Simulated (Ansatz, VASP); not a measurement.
**Ti in VASP and in Ansatz**

Contents of INCAR:

```
SYSTEM = Ti
PREC     = Accurate       ! precision mode
ENCUT    = 520            ! plane-wave cutoff, eV
EDIFF    = 1E-6           ! SCF threshold, eV
ISMEAR   = 0              ! smearing method
SIGMA    = 0.05           ! smearing width, eV
LREAL    = .False.        ! projectors in reciprocal space
LASPH    = .True.         ! aspherical terms in the spheres
NELM     = 80             ! most SCF steps
ALGO     = Normal         ! electronic algorithm
ISIF     = 2              ! what is computed and relaxed
LWAVE    = .False.        ! write WAVECAR
LCHARG   = .True.         ! write CHGCAR
GGA      = PE             ! functional
LELF     = .True.         ! ELF
LVHAR    = .True.       
NBANDS   = 12             ! bands
```

KPOINTS

```
regular mesh
0
Gamma
  14 14 14
  0 0 0
```

Contents of POSCAR:

```
Ti
1.0
   -1.6410000000      1.6410000000      1.6410000000
    1.6410000000     -1.6410000000      1.6410000000
    1.6410000000      1.6410000000     -1.6410000000
Ti
1
Direct
    0.0000000000      0.0000000000      0.0000000000
```

Input for Ansatz:

```yaml
crystal:
  lattice:
    - [-1.641, 1.641, 1.641]
    - [1.641, -1.641, 1.641]
    - [1.641, 1.641, -1.641]
  atoms:
    - { symbol: Ti, position: [0.0, 0.0, 0.0] }
basis:
  ecutwfc: 500
  fft_grid_basis: typed
kpoints:
  mp_grid: { grid: [14, 14, 14] }
hamiltonian:
  xc: pbe
  pseudopotentials: { kind: paw }
scf:
  occupations: { method: gaussian, width: 0.05 }
output:
  forces: true
  stress: true
  eigenvalues: true
  bader: true
  write_density: true
  volumetric_format: npy
  elf: true
```

Alike in both runs: task single point; functional PBE; k mesh 14 × 14 × 14; occupations gaussian, width 0.05 eV; no spin polarisation.

|  | VASP | Ansatz |
| --- | --- | --- |
| version | VASP 6.6.1 | Ansatz 0.2.0 |
| potentials or method | VASP PAW PBE potentials, release 64 (Ti_sv), cutoff 520 eV | scalar-relativistic, plane waves, PAW |
| valence electrons in the cell | 12 | 12 |

```tsv
	VASP	Ansatz	Ansatz less VASP
gap on the k mesh at the Fermi level (eV)	none	none	-
pressure (GPa)	-2.7	-2.5	+0.22
```

A gap of «none» marks a metal or a gap that the smearing closes.
